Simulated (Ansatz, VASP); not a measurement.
## LiHF2: VASP beside Ansatz

```
CELL_PARAMETERS angstrom
1.47469 0.85141 3.99661
-1.47469 0.85141 3.99661
0.00000 -1.70282 3.99661
ATOMIC_POSITIONS crystal
Li 0.00000 0.00000 0.00000
H 0.50000 0.50000 0.50000
F 0.41006 0.41006 0.41006
F 0.58994 0.58994 0.58994
```

Alike in both runs: task single point; functional PBEsol; k mesh 9 × 9 × 9; occupations gaussian, width 0.02 eV; no spin polarisation.

```csv
,VASP,Ansatz
version,VASP 6.6.1,Ansatz 0.2.0
potentials or method,"VASP PAW PBE potentials, release 64 (Li_sv, H, F), cutoff 520 eV","scalar-relativistic, plane waves, PAW"
valence electrons in the cell,18,18
```

|  | VASP | Ansatz | Ansatz less VASP |
| --- | --- | --- | --- |
| gap on the k mesh at the Fermi level (eV) | 8.55 | 8.57 | +0.022 |
| least direct gap on the mesh (eV) | 8.59 | 8.61 | +0.023 |
| rms of the force components (eV/Å) | 0.545 | 0.524 | -0.0208 |

VASP's potentials were made for PBE, not for PBEsol. Atom by atom the forces differ by 0.021 eV/Å (rms over components).

Noted on VASP's run: the cutoff is short for stress, so the pressure is rough.
